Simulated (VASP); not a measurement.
A run of VASP 6.6.1 is set up as follows.

INCAR

```
  ALGO = Normal
  EDIFF = 1E-7
  ENCUT = 520
  GGA = PE
  ISIF = 2
  ISMEAR = 0
  LASPH = T
  LCHARG = F
  LREAL = F
  LWAVE = F
  NBANDS = 25
  NELM = 80
  PREC = Accurate
  SIGMA = 0.01
```

KPOINTS

```
k-points
0
Gamma
  6 6 8
```

File POSCAR:

```
SiO2
1.0
    4.1421949790      0.0000000000      0.0000000000
    0.0000000000      4.1421949790      0.0000000000
    0.0000000000      0.0000000000      2.6428023024
Si O
2 4
Direct
    0.0000000000      0.0000000000      0.0000000000
    0.5000000000      0.5000000000      0.5000000000
    0.3059000000      0.3059000000      0.0000000000
    0.1941000000      0.8059000000      0.5000000000
    0.6941000000      0.6941000000      0.0000000000
    0.8059000000      0.1941000000      0.5000000000
```

Potentials or basis: VASP PAW PBE potentials, release 64 (Si, O).

Command:

```bash
$ cat potpaw_PBE.64/Si/POTCAR potpaw_PBE.64/O/POTCAR > POTCAR
$ mpirun -np 1 vasp_std > vasp.out
```

Question: Predict the band gap on the k mesh.

Answer: 6.09 eV, direct.

Question: Estimate the pressure.

Answer: 20.6 GPa.

Question: Predict the largest force.

Answer: 0.278 eV/Å.

Forces in eV/Å, atoms in the order of the input:
```
Si   0.000  0.000  0.000
Si   0.000  0.000  0.000
O   -0.197 -0.197  0.000
O    0.197 -0.197  0.000
O    0.197  0.197  0.000
O   -0.197  0.197  0.000
```

A k mesh can miss the band edges. A hybrid or GW would open this gap; PBE tends to underestimate it.
